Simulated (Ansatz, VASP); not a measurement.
**C: VASP beside Ansatz**

```xyz
2
Lattice="0.0198 1.7700 1.7700 1.7700 0.0198 1.7700 1.7700 1.7700 0.0198" Properties=species:S:1:pos:R:3 pbc="T T T"
C     0.0007    0.0007    0.0007
C     0.8893    0.8893    0.8893
```

Change from the starting cell: strained cell.

Alike in both runs: functional PBEsol; k mesh 9 × 9 × 9; occupations gaussian, width 0.02 eV; no spin polarisation.

Ansatz relaxed the structure, and its values are those at the end. VASP's run is a single point on that final structure, the one shown.

|  | VASP | Ansatz |
| --- | --- | --- |
| version | VASP 6.6.1 | Ansatz 0.2.0 |
| potentials or method | VASP PAW PBE potentials, release 64 (C), cutoff 600 eV | scalar-relativistic, plane waves, PAW |
| valence electrons in the cell | 8 | 8 |

Ansatz gave:

```
gap on the k mesh at the Fermi level (eV) : 4.10
least direct gap on the mesh (eV)         : 5.29
pressure (GPa)                            : 13.6
```

Task: What did VASP give for the same quantities?

Result: gap on the k mesh at the Fermi level (eV): 4.09; least direct gap on the mesh (eV): 5.29; pressure (GPa): 14.2.

VASP's potentials were made for PBE, not for PBEsol, and Ansatz warns of the same on its side. Ansatz's warnings: stress scf threshold loose.
